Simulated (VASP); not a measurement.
Set up this calculation in VASP 6.6.1, as the native input.

```yaml
Task: single point
Functional: LDA
Potentials_or_basis: VASP PAW LDA potentials, release 64 (Ni_sv_GW, O)
Cutoff: 700 eV
k_mesh: 8 × 8 × 8
Occupations: gaussian, width 0.05 eV
Spin: collinear spin, ferromagnetic start
Starting_moments: "[1.0, 1.0, 0.0, 0.0] μB"
Fixed_moment: 2 μB
Hubbard_terms: Ni d U = 4.0 eV
Dipole_correction: no
Further_INCAR_settings: ALGO = Normal; EDIFF = 1e-06; NBANDS = 36
```

The structure of NiO lies in POSCAR:

```
NiO
1.0
    0.0000000000      2.0913095100      2.0913095100
    2.0913095100      0.0000000000      2.0913095100
    4.1826190200      4.1826190200      0.0000000000
Ni O
2 2
Direct
    0.0000000000      0.0000000000      0.0000000000
    0.0000000000      0.0000000000      0.5000000000
    0.5000000000      0.5000000000      0.2500000000
    0.5000000000      0.5000000000      0.7500000000
```

One way to write it, as run:

INCAR

```
SYSTEM = NiO
PREC = Accurate ; ENCUT = 700
EDIFF = 1E-6 ; ISMEAR = 0
SIGMA = 0.05 ; LREAL = .FALSE.
LASPH = .TRUE. ; NELM = 200
ALGO = Normal ; ISIF = 2
LWAVE = .FALSE. ; LCHARG = .TRUE.
ISPIN = 2 ; MAGMOM = 1 1 0 0
LORBIT = 11 ; NUPDOWN = 2.0
LMAXMIX = 4 ; LDAU = .TRUE.
LDAUTYPE = 2 ; LDAUL = 2 -1
LDAUU = 4 0 ; LDAUJ = 0 0
LDAUPRINT = 1 ; LELF = .TRUE.
LVHAR = .TRUE. ; NBANDS = 36
GGA_COMPAT = .FALSE.
```

KPOINTS

```
regular mesh
0
G
  8 8 8
  0 0 0
```

Potentials or basis: VASP PAW LDA potentials, release 64 (Ni_sv_GW, O).

Run with:

```bash
$ cat potpaw_LDA.64/Ni_sv_GW/POTCAR potpaw_LDA.64/O/POTCAR > POTCAR
$ mpirun -np 1 vasp_std > vasp.out
```

It gave:

```
Pressure                                              : -18.9 GPa
Net moment                                            : 2.00 μB per cell
Site moments                                          : Ni +0.97; O +0.02 μB
Valence electrons inside the program's atomic spheres : Ni 16.23; O 4.92
```

Caveat: the cell stands under tension; the total moment is fixed, so each spin has its own Fermi level and the state may be an excited one.

It took 6.6 min on 1 thread of Intel(R) Xeon(R) Platinum 8375C CPU @ 2.90GHz (Ice Lake) (shared host), peak memory 0.33 GiB.
